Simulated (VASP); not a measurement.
Input of a VASP 6.6.1 run:

File INCAR:

```
PREC = Accurate
ENCUT = 520
EDIFF = 1E-7
ISMEAR = 0
SIGMA = 0.02
LREAL = False
LASPH = True
NELM = 80
ALGO = Normal
ISIF = 2
LWAVE = False
LCHARG = True
GGA = PE
LELF = True
LVHAR = True
NBANDS = 11
```

Contents of KPOINTS:

```
Automatic mesh
0
Gamma
  10 10 10
```

POSCAR

```
MgO
1.0
    0.0000000000      2.1268522619      2.1268522619
    2.1268522619      0.0000000000      2.1268522619
    2.1268522619      2.1268522619      0.0000000000
Mg O
1 1
Direct
    0.0000000000      0.0000000000      0.0000000000
    0.5000000000      0.5000000000      0.5000000000
```

Potentials or basis: VASP PAW PBE potentials, release 64 (Mg, O).

Run with:

```sh
$ cat potpaw_PBE.64/Mg/POTCAR potpaw_PBE.64/O/POTCAR > POTCAR
$ mpirun -np 1 vasp_std > vasp.out
```

Task: Predict the pressure.

Result: -0.7 GPa.

Task: Estimate the band gap on the k mesh.

Result: 4.44 eV, direct.

**What was measured.**

“Electronic structure of alkaline earth and post-transition metal oxides”, 2009, arxiv:0908.1581 quotes, for a bulk crystal of MgO: band gap 7.83 eV.

Measured gap of MgO: 7.83 eV (quoted in “Electronic structure of alkaline earth and post-transition metal oxides”, 2009, arxiv:0908.1581). This calculation gives 4.44 eV (-3.39 eV). The value is that of PBE, without temperature or zero-point motion. Semilocal functionals fall short of measured gaps as a rule.
